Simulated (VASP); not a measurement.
# TiHg2 (Fd-3m) in VASP: notebook, part 2 of 2

VASP 6.6.1. Earlier steps stand in the parts before.

## Step 3: Relaxation of cell and atoms, PBE

This run uses another cell than the first one, of 21.75 Å³/atom.

File INCAR:

```
ALGO     = Fast           # electronic algorithm
EDIFF    = 1E-7           # SCF threshold, eV
EDIFFG   = -0.01          # ionic threshold
ENCUT    = 600            # plane-wave cutoff, eV
GGA      = PE             # functional
IBRION   = 2              # ionic algorithm
ISIF     = 3              # what is computed and relaxed
ISMEAR   = 0              # smearing method
LASPH    = T              # aspherical terms in the spheres
LCHARG   = F              # write CHGCAR
LREAL    = F              # projectors in reciprocal space
LWAVE    = F              # write WAVECAR
NELM     = 60             # most SCF steps
NSW      = 100            # ionic steps
PREC     = Accurate       # precision mode
SIGMA    = 0.1            # smearing width, eV
```

File KPOINTS:

```
k-points
0
Gamma
  8 8 8
```

File POSCAR:

```
TiHg2
1.0
    0.0000000000      4.0256114990      4.0256114990
    4.0256114990      0.0000000000      4.0256114990
    4.0256114990      4.0256114990      0.0000000000
Ti Hg
2 4
Direct
    0.0000000000      0.0000000000      0.0000000000
    0.2500000000      0.2500000000      0.2500000000
    0.6250000000      0.6250000000      0.6250000000
    0.1250000000      0.6250000000      0.6250000000
    0.6250000000      0.6250000000      0.1250000000
    0.6250000000      0.1250000000      0.6250000000
```

Potentials or basis: VASP PAW PBE potentials, release 64 (Ti_sv, Hg).

Launch:

```bash
$ cat potpaw_PBE.64/Ti_sv/POTCAR potpaw_PBE.64/Hg/POTCAR > POTCAR
$ mpirun -np 1 vasp_std > vasp.out
```

OUTCAR:

```text
EDIFF = 1E-7
   EDIFFG = -0.01
   ENCUT = 600
   GGA = PE
   IBRION = 2
   ISIF = 3
   ISMEAR = 0
   LASPH = T
   LREAL = F
   NELM = 60
   NSW = 100
   PREC = Accurate

 ion  position               nearest neighbor table
   1  0.000  0.000  0.000-   3 3.34   5 3.34   6 3.34   3 3.34   4 3.34   5 3.34   3 3.34   4 3.34
                             6 3.34   4 3.34   5 3.34   6 3.34
   2  0.250  0.250  0.250-   4 3.34   5 3.34   6 3.34   3 3.34   4 3.34   6 3.34   3 3.34   4 3.34
                             5 3.34   3 3.34   5 3.34   6 3.34
   3  0.625  0.625  0.625-   4 2.85   5 2.85   6 2.85   5 2.85   6 2.85   4 2.85   1 3.34   2 3.34
                             1 3.34   2 3.34   1 3.34   2 3.34
   4  0.125  0.625  0.625-   3 2.85   5 2.85   6 2.85   3 2.85   5 2.85   6 2.85   2 3.34   1 3.34
                             1 3.34   2 3.34   2 3.34   1 3.34
   5  0.625  0.625  0.125-   3 2.85   3 2.85   4 2.85   6 2.85   6 2.85   4 2.85   1 3.34   2 3.34
                             1 3.34   2 3.34   1 3.34   2 3.34
   6  0.625  0.125  0.625-   3 2.85   5 2.85   3 2.85   4 2.85   5 2.85   4 2.85   2 3.34   1 3.34
                             2 3.34   2 3.34   1 3.34   1 3.34

  LATTYP: Found a face centered cubic cell.
 ALAT       =     8.0512229980

  Lattice vectors:

 A1 = (   0.0000000000,   4.0256114990,   4.0256114990)
 A2 = (   4.0256114990,   0.0000000000,   4.0256114990)
[... 236 lines left out ...]
  -------------------------------------------------------------------------------------
  Total        0.7174378      0.7174378      0.7174378      0.0000000     -0.0000000      0.0000000
  in kB        9.0703562      9.0703562      9.0703562      0.0000000     -0.0000000      0.0000000
  external PRESSURE =       9.0703562 kB  Pullay stress =       0.0000000 kB
[... 27 lines left out ...]
--------------------------------------- Ionic step        3  -------------------------------------------

 number of electron      72.0000007 magnetization

 Free energy of the ion-electron system (eV)
  ---------------------------------------------------
  ext. energy  EPLUGINS =         0.00000000
  ---------------------------------------------------
  free energy    TOTEN  =       -13.90006240 eV

  energy without entropy =      -13.84696296  energy(sigma->0) =      -13.87351268

 E-fermi :   4.7263     XC(G=0): -11.1352

 val. band max:        4.7145443843   @ k =  -0.3750   0.3750   0.0000
 cond. band min:       4.7363714183   @ k =   0.3750   0.2500   0.0000
 fundamental gap:      0.0218270340
 Fermi energy:         4.7263038797

 k-point     1 :       0.0000    0.0000    0.0000
  band No.  band energies     occupation
      1     -52.7176      2.00000
      2     -52.7095      2.00000
      3     -28.9693      2.00000
      4     -28.9693      2.00000
      5     -28.9693      2.00000
      6     -28.9383      2.00000
[... 1093 lines left out ...]
     42       6.0987      0.00000
     43       6.3021      0.00000

 [... further k-points ...]

------------------------ aborting loop because EDIFF is reached ----------------------------------------

  FORCE on cell =-STRESS in cart. coord.  units (eV):
  Direction    XX          YY          ZZ          XY          YZ          ZX
  --------------------------------------------------------------------------------------
  -------------------------------------------------------------------------------------
  Total        0.0198893      0.0198893      0.0198893     -0.0000000      0.0000000      0.0000000
  in kB        0.2489783      0.2489783      0.2489783     -0.0000000      0.0000000      0.0000000
  external PRESSURE =       0.2489783 kB  Pullay stress =       0.0000000 kB
[... 21 lines left out ...]
  FREE ENERGIE OF THE ION-ELECTRON SYSTEM (eV)
  ---------------------------------------------------
  free  energy   TOTEN  =       -13.9000624029 eV

  energy  without entropy=      -13.8469629581  energy(sigma->0) =      -13.87351268

 reached required accuracy - stopping structural energy minimisation
```

CONTCAR:

```text
TiHg2
   1.00000000000000
     0.0000000000000000    3.9998759985234011    3.9998759985234011
     3.9998759985234011   -0.0000000000000000    3.9998759985234011
     3.9998759985234011    3.9998759985234011    0.0000000000000000
  Ti              Hg
     2     4
Direct
     0.0000000000000000    0.0000000000000000    0.0000000000000000
     0.2500000000000000    0.2500000000000000    0.2500000000000000
     0.6250000000000000    0.6250000000000000    0.6250000000000000
     0.1250000000000000    0.6250000000000000    0.6250000000000000
     0.6250000000000000    0.6250000000000000    0.1250000000000000
     0.6250000000000000    0.1250000000000000    0.6250000000000000

  0.00000000E+00  0.00000000E+00  0.00000000E+00
  0.00000000E+00  0.00000000E+00  0.00000000E+00
  0.00000000E+00  0.00000000E+00  0.00000000E+00
  0.00000000E+00  0.00000000E+00  0.00000000E+00
  0.00000000E+00  0.00000000E+00  0.00000000E+00
  0.00000000E+00  0.00000000E+00  0.00000000E+00
```

It took 26 min on 1 thread of Intel Xeon 6975P-C (Granite Rapids), shared host; peak memory 0.45 GiB.

Results:

| Item | Value |
| --- | --- |
| Free energy | -13.9001 eV |
| Relaxed volume | 21.33 Å³/atom |
| Relaxed cell | a = 5.657 Å, b = 5.657 Å, c = 5.657 Å, α = 60.00°, β = 60.00°, γ = 60.00° |
| Space group after relaxing (to 0.1 Å) | Fd-3m (No. 227) |
| Energy gained by relaxing | 2.0 meV/atom |
| Ionic steps | 3 |
| Pressure after relaxing | 0.0 GPa |
| Band gap on the k mesh | zero (bands 36 and 37 overlap by 0.85 eV) |

Step by step:
| step | energy change (eV) | largest force (eV/Å) | pressure (GPa) | volume (Å³) |
| --- | --- | --- | --- | --- |
| 1 | 0.0000 | 0.0000 | -1.48 | 130.47 |
| 2 | -0.0085 | 0.0000 | 0.91 | 126.73 |
| 3 | -0.0120 | 0.0000 | 0.02 | 127.99 |

Final structure:
```
Ti Hg
1.0
     0.00000    3.99988    3.99988
     3.99988    0.00000    3.99988
     3.99988    3.99988    0.00000
Ti Hg
2 4
Direct
  0.00000 0.00000 0.00000
  0.25000 0.25000 0.25000
  0.62500 0.62500 0.62500
  0.12500 0.62500 0.62500
  0.62500 0.62500 0.12500
  0.62500 0.12500 0.62500
```

Caveat: spin-orbit coupling is left out, which moves the levels of the heavy elements.

The gap in the log of VASP goes by the Fermi energy; the results here count the filled bands.